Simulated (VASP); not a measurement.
# TiGe (Fd-3m) in VASP: a series of runs

The runs below take TiGe through single point, with PBE.

All numbers are computed with VASP 6.6.1; they aren't measurements. Logs are shortened: lines on timing, memory, paths and dates and some standing lists are left out, and cuts for length are marked.

## (1) The cell of the first run

The structure is cubic, space group Fd-3m (No. 227). Conventional cell: a = 6.451 Å, b = 6.451 Å, c = 6.451 Å, α = 90.00°, β = 90.00°, γ = 90.00°. Ti (site symmetry -43m) has 10 Ge at 2.79 to 3.23 Å and 4 Ti at 2.79 Å within 3.7 Å. Within 3.7 Å of Ge (site symmetry -43m) lie 10 Ti at 2.79 to 3.23 Å and 4 Ge at 2.79 Å.

The cell was generated, and may not be a known phase.

## (2) Single point, PBE

File INCAR:

```
ALGO     = Normal         # electronic algorithm
EDIFF    = 1E-6           # SCF threshold, eV
ENCUT    = 520            # plane-wave cutoff, eV
GGA      = PE             # functional
ISIF     = 2              # what is computed and relaxed
ISMEAR   = 0              # smearing method
LASPH    = T              # aspherical terms in the spheres
LCHARG   = F              # write CHGCAR
LREAL    = F              # projectors in reciprocal space
LWAVE    = F              # write WAVECAR
NBANDS   = 34             # bands
NELM     = 80             # most SCF steps
PREC     = Accurate       # precision mode
SIGMA    = 0.1            # smearing width, eV
```

File KPOINTS:

```
k-points
0
Gamma
  4 4 4
```

File POSCAR:

```
TiGe
1.0
    0.0000000000      3.2252880866      3.2252880866
    3.2252880866      0.0000000000      3.2252880866
    3.2252880866      3.2252880866      0.0000000000
Ti Ge
2 2
Direct
    0.7500000000      0.7500000000      0.7500000000
    0.5000000000      0.5000000000      0.5000000000
    0.2500000000      0.2500000000      0.2500000000
    0.0000000000      0.0000000000      0.0000000000
```

Potentials or basis: VASP PAW PBE potentials, release 64 (Ti_sv, Ge_d).

Run with:

```bash
$ cat potpaw_PBE.64/Ti_sv/POTCAR potpaw_PBE.64/Ge_d/POTCAR > POTCAR
$ mpirun -np 1 vasp_std > vasp.out
```

OUTCAR:

```text
EDIFF = 1E-6
   ENCUT = 520
   GGA = PE
   ISIF = 2
   ISMEAR = 0
   LASPH = T
   LREAL = F
   NELM = 80
   PREC = Accurate

 ion  position               nearest neighbor table
   1  0.750  0.750  0.750-   2 2.79   4 2.79   2 2.79   2 2.79   2 2.79   4 2.79   4 2.79   4 2.79

   2  0.500  0.500  0.500-   1 2.79   3 2.79   3 2.79   3 2.79   3 2.79   1 2.79   1 2.79   1 2.79

   3  0.250  0.250  0.250-   2 2.79   4 2.79   4 2.79   4 2.79   4 2.79   2 2.79   2 2.79   2 2.79

   4  0.000  0.000  0.000-   1 2.79   3 2.79   1 2.79   1 2.79   1 2.79   3 2.79   3 2.79   3 2.79

  LATTYP: Found a face centered cubic cell.
 ALAT       =     6.4505761732

  Lattice vectors:

 A1 = (   0.0000000000,   3.2252880866,   3.2252880866)
 A2 = (   3.2252880866,   0.0000000000,   3.2252880866)
 A3 = (   3.2252880866,   3.2252880866,   0.0000000000)

Analysis of symmetry for initial positions (statically):
=====================================================================
 Subroutine PRICEL returns:
 Original cell was already a primitive cell.

 Routine SETGRP: Setting up the symmetry group for a
 face centered cubic supercell.

 Subroutine GETGRP returns: Found 48 space group operations
 (whereof 24 operations were pure point group operations)
 out of a pool of 48 trial point group operations.

The static configuration has the point symmetry T_d .
 The point group associated with its full space group is O_h .

Analysis of symmetry for dynamics (positions and initial velocities):
=====================================================================
 Subroutine PRICEL returns:
 Original cell was already a primitive cell.

 Routine SETGRP: Setting up the symmetry group for a
 face centered cubic supercell.

 Subroutine GETGRP returns: Found 48 space group operations
 (whereof 24 operations were pure point group operations)
 out of a pool of 48 trial point group operations.

The dynamic configuration has the point symmetry T_d .
 The point group associated with its full space group is O_h .

 Subroutine INISYM returns: Found 48 space group operations
 (whereof 24 operations are pure point group operations),
 and found     1 'primitive' translations

----------------------------------------------------------------------------------------

[... 75 lines left out ...]
   LSORBIT =      F    spin-orbit coupling
   LASPH  =      T    aspherical Exc in radial PAW
   ENCUT  =  520.0 eV  38.22 Ry    6.18 a.u.   8.48  8.48  8.48*2*pi/ulx,y,z
   NELM   =     80;   NELMIN=  2; NELMDL= -5     # of ELM steps
   EDIFF  = 0.1E-05   stopping-criterion for ELM
   LREAL  =      F    real-space projection
   EDIFFG = 0.1E-04   stopping-criterion for IOM
   NSW    =      0    number of steps for IOM
   IBRION =     -1    ionic relax: 0-MD 1-quasi-New 2-CG
   NFREE  =      0    steps in history (QN), initial steepest desc. (CG)
   ISIF   =      2    stress and relaxation
   ISYM   =      2    0-nonsym 1-usesym 2-fastsym
   POTIM  = 0.5000    time-step for ionic-motion
   TEBEG  =    0.0;   TEEND  =   0.0 temperature during run
   PSTRESS=    0.0 pullay stress
   NELECT =      52.0000    total number of electrons
   NUPDOWN=      -1.0000    fix difference up-down
   EMIN   =  10.00;   EMAX   =-10.00  energy-range for DOS
   EFERMI =   0.00;   METHOD = LEGACY
   ISMEAR =     0;   SIGMA  =   0.10  broadening in eV -4-tet -1-fermi 0-gaus
   EFERMI_NEDOS =   21; number of points for ismear=-14 and -15
   IALGO  =     38    algorithm
   IMIX   =      4    mixing-type and parameters
     AMIX     =   0.40;   BMIX     =  1.00
     AMIX_MAG =   1.60;   BMIX_MAG =  1.00
  volume/ion in A,a.u.               =      16.78       113.21
  Fermi-wavevector in a.u.,A,eV,Ry     =   1.503710  2.841600 30.764730  2.261144
  Thomas-Fermi vector in A             =   2.614785
   LORBIT       =      0    0 simple, 1 ext, 2 COOP (PROOUT), +10 PAW based schemes
   GGA     = PE    functional components
   LHFCALC =     F    Hartree Fock is set to
   AEXX    =    0.0000 exact exchange contribution
   IVDW    =     0    specifies the selected vdW correction
   LEPSILON=     F    determine dielectric tensor
   LRPA    =     F    only Hartree local field effects (RPA)
 non-spin polarized calculation
 Gauss-broadening in eV      SIGMA  =   0.10
  energy-cutoff  :      520.00
  volume of cell :       67.10
 maximum number of plane-waves:      1820
 NGX is ok and might be reduce to    36
   NGX = 17   NGY = 17   NGZ = 17

 number of electron      52.0000033 magnetization

 Free energy of the ion-electron system (eV)
  ---------------------------------------------------
  ext. energy  EPLUGINS =         0.00000000
  ---------------------------------------------------
  free energy    TOTEN  =       -24.34663663 eV

  energy without entropy =      -24.33164064  energy(sigma->0) =      -24.33913864

 E-fermi :   8.3209     XC(G=0): -11.7633

 val. band max:        8.2073022689   @ k =   0.2500   0.0000   0.0000
 cond. band min:       8.3956349097   @ k =   0.5000   0.5000   0.0000
 fundamental gap:      0.1883326408
 Fermi energy:         8.3209328477

 k-point     1 :       0.0000    0.0000    0.0000
  band No.  band energies     occupation
      1     -48.3345      2.00000
      2     -48.2043      2.00000
      3     -24.6972      2.00000
      4     -24.6972      2.00000
      5     -24.6972      2.00000
      6     -24.4389      2.00000
[... 285 lines left out ...]
     33      12.3489      0.00000
     34      12.3489      0.00000

------------------------ aborting loop because EDIFF is reached ----------------------------------------

  FORCE on cell =-STRESS in cart. coord.  units (eV):
  Direction    XX          YY          ZZ          XY          YZ          ZX
  --------------------------------------------------------------------------------------
  -------------------------------------------------------------------------------------
  Total       -0.1608137     -0.1608137     -0.1608137      0.0000000      0.0000000      0.0000000
  in kB       -3.8397076     -3.8397076     -3.8397076      0.0000000      0.0000000      0.0000000
  external PRESSURE =      -3.8397076 kB  Pullay stress =       0.0000000 kB

 VOLUME and BASIS-vectors are now :
 -----------------------------------------------------------------------------
  energy-cutoff  :      520.00
  volume of cell :       67.10
      direct lattice vectors                 reciprocal lattice vectors
     0.000000000  3.225288087  3.225288087    -0.155024911  0.155024911  0.155024911
     3.225288087  0.000000000  3.225288087     0.155024911 -0.155024911  0.155024911
     3.225288087  3.225288087  0.000000000     0.155024911  0.155024911 -0.155024911

 POSITION                                       TOTAL-FORCE (eV/Angst)
 -----------------------------------------------------------------------------------
      4.83793      4.83793      4.83793         0.000000     -0.000000      0.000000
      3.22529      3.22529      3.22529        -0.000000     -0.000000     -0.000000
      1.61264      1.61264      1.61264         0.000000     -0.000000     -0.000000
      0.00000      0.00000      0.00000        -0.000000      0.000000      0.000000
 -----------------------------------------------------------------------------------
    total drift:                                0.000000      0.000000      0.000000

  FREE ENERGIE OF THE ION-ELECTRON SYSTEM (eV)
  ---------------------------------------------------
  free  energy   TOTEN  =       -24.3466366297 eV

  energy  without entropy=      -24.3316406418  energy(sigma->0) =      -24.33913864
```

stdout:

```text
POSCAR found type information on POSCAR TiGe
 POSCAR found :  2 types and       4 ions
 scaLAPACK will be used
 LDA part: xc-table for (Slater+PW92), standard interpolation
 POSCAR, INCAR and KPOINTS ok, starting setup
 FFT: planning ... GRIDC
 FFT: planning ... GRID_SOFT
 FFT: planning ... GRID
 WAVECAR not read
 entering main loop
```

Run time: 24 s. Hardware: 1 thread of Intel Xeon 6975P-C (Granite Rapids), shared host; peak memory 0.2 GiB.

What came out:

```yaml
Free_energy: -24.3466 eV
Pressure: -0.4 GPa
Band_gap_on_the_k_mesh: zero (bands 26 and 27 overlap by 0.94 eV)
```

Caveat: the k points lie up to 0.42 Å⁻¹ apart, too coarse for converged energies and pressures of a metal.

## (3) Single point, PBE

This run uses another cell than the first one, of 17.61 Å³/atom.

File INCAR:

```
SYSTEM = TiGe
PREC = Accurate ; ENCUT = 520
EDIFF = 1E-6 ; ISMEAR = 0
SIGMA = 0.1 ; LREAL = .FALSE.
LASPH = .TRUE. ; NELM = 100
ALGO = Normal ; ISIF = 2
LWAVE = .FALSE. ; LCHARG = .TRUE.
GGA = PE ; LELF = .TRUE.
LVHAR = .TRUE. ; NBANDS = 34
```

File KPOINTS:

```
regular mesh
0
G
  4 4 4
  0 0 0
```

File POSCAR:

```
TiGe
1.0
    0.0000000000      3.2778794500      3.2778794500
    3.2778794500      0.0000000000      3.2778794500
    3.2778794500      3.2778794500      0.0000000000
Ti Ge
2 2
Direct
    0.7500000000      0.7500000000      0.7500000000
    0.5000000000      0.5000000000      0.5000000000
    0.2500000000      0.2500000000      0.2500000000
    0.0000000000      0.0000000000      0.0000000000
```

Potentials or basis: VASP PAW PBE potentials, release 64 (Ti_sv, Ge_d).

Run with:

```bash
$ cat potpaw_PBE.64/Ti_sv/POTCAR potpaw_PBE.64/Ge_d/POTCAR > POTCAR
$ mpirun -np 1 vasp_std > vasp.out
```

Run time: 14 s. Hardware: 1 thread of Intel Xeon 6975P-C (Granite Rapids), shared host; peak memory 0.2 GiB.

Results (log left out):

```
Free energy            : -24.2972 eV
Pressure               : -4.4 GPa
Band gap on the k mesh : zero (bands 26 and 27 overlap by 0.84 eV)
```

Levels at points of the mesh, in eV from the Fermi level:
```tsv
k point	band 23	band 24	band 25	band 26	band 27	band 28	band 29	band 30
(0.00, 0.00, 0.00)	-2.26	-1.33	-1.33	-1.33	-0.76	-0.76	2.14	2.14
(0.50, 0.00, 0.00)	-2.62	-0.59	-0.59	-0.22	0.56	0.56	1.84	1.84
(0.50, 0.50, 0.00)	-2.35	-2.35	0.08	0.08	0.92	0.92	1.46	1.46
```

Caveat: the k points lie up to 0.42 Å⁻¹ apart, too coarse for converged energies and pressures of a metal.

## (4) Single point, PBE

File INCAR:

```
SYSTEM = TiGe
ALGO = Normal
EDIFF = 1E-6
ENCUT = 520
GGA = PE
ISIF = 2
ISMEAR = 0
LASPH = .True.
LCHARG = .True.
LELF = .True.
LREAL = .False.
LVHAR = .True.
LWAVE = .False.
NBANDS = 34
NELM = 80
PREC = Accurate
SIGMA = 0.1
```

File KPOINTS:

```
k-points
0
Gamma
  6 6 6
  0 0 0
```

File POSCAR:

```
TiGe
1.0
    0.0000000000      3.2252880866      3.2252880866
    3.2252880866      0.0000000000      3.2252880866
    3.2252880866      3.2252880866      0.0000000000
Ti Ge
2 2
Direct
    0.2500000000      0.2500000000      0.2500000000
    0.0000000000      0.0000000000      0.0000000000
    0.7500000000      0.7500000000      0.7500000000
    0.5000000000      0.5000000000      0.5000000000
```

Run with:

```bash
$ cat potpaw_PBE.64/Ti_sv/POTCAR potpaw_PBE.64/Ge_d/POTCAR > POTCAR
$ mpirun -np 1 vasp_std > vasp.out
```

Wall time 25 s (1 thread of Intel Xeon 6975P-C (Granite Rapids), shared host); peak memory 0.21 GiB.

It converged, with:

| Property | Result |
| --- | --- |
| Free energy | -24.3578 eV |
| Pressure | 0.2 GPa |
| Band gap on the k mesh | zero (bands 26 and 27 overlap by 1.04 eV) |

Levels at points of the mesh, in eV from the Fermi level:
```
           k point  band 23  band 24  band 25  band 26  band 27  band 28  band 29  band 30
(0.00, 0.00, 0.00)    -2.37    -1.38    -1.38    -1.38    -0.84    -0.84     2.27     2.27
(0.50, 0.00, 0.00)    -2.50    -0.64    -0.64    -0.22     0.60     0.60     1.94     1.94
(0.50, 0.50, 0.00)    -2.37    -2.37     0.08     0.08     0.94     0.94     1.60     1.60
```

## (5) The runs side by side

```tsv
cell	k mesh	gap on the mesh (eV)	pressure (GPa)
a = 4.561 Å, angles 60.0°, 4 atoms	4 × 4 × 4	none	-0.4
a = 4.636 Å, angles 60.0°, 4 atoms	4 × 4 × 4	none	-4.4
a = 4.561 Å, angles 60.0°, 4 atoms	6 × 6 × 6	none	0.2
```

Alike in all rows: task single point; level PBE; potentials or basis VASP PAW PBE potentials, release 64 (Ti_sv, Ge_d); no spin polarisation; cutoff (eV) 520; smearing gaussian 0.1 eV.

Caveats: some runs use coarse meshes.

Total energies depend on the potentials used, so only differences within one code and one set of settings carry meaning.

The gap in the log of VASP goes by the Fermi energy; the results here count the filled bands.